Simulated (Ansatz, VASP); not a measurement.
**SnPb3O4 in VASP and in Ansatz**

```xyz
8
Lattice="5.6569 0.0000 0.0000 0.0000 5.6569 0.0000 0.0000 0.0000 5.4569" Properties=species:S:1:pos:R:3 pbc="T T T"
Sn    0.0000    0.0000    4.3691
Pb    0.0000    2.8284    1.2131
Pb    2.8284    0.0000    1.2131
Pb    2.8284    2.8284    4.2287
O     4.2697    4.2697    5.4294
O     1.3872    1.3872    5.4294
O     4.2697    1.3872    5.4294
O     1.3872    4.2697    5.4294
```

Alike in both runs: functional PBE; k mesh 6 × 6 × 6; occupations gaussian, width 0.02 eV; no spin polarisation.

Ansatz relaxed the structure, and its values are those at the end. VASP's run is a single point on that final structure, the one shown.

|  | VASP | Ansatz |
| --- | --- | --- |
| version | VASP 6.6.1 | Ansatz 0.2.0 |
| potentials or method | VASP PAW PBE potentials, release 64 (Sn_d, Pb_d, O), cutoff 520 eV | scalar-relativistic, plane waves, PAW |
| valence electrons in the cell | 80 | 80 |

Ansatz gave:

| Property | Result |
| --- | --- |
| gap on the k mesh at the Fermi level (eV) | 1.33 |
| least direct gap on the mesh (eV) | 1.33 |
| pressure (GPa) | 0.0 |
| rms of the force components (eV/Å) | 0.002 |

Q: What did VASP give for the same quantities?

A: gap on the k mesh at the Fermi level (eV): 1.33; least direct gap on the mesh (eV): 1.33; pressure (GPa): 0.1; rms of the force components (eV/Å): 0.020.

Neither program's run includes spin-orbit coupling.
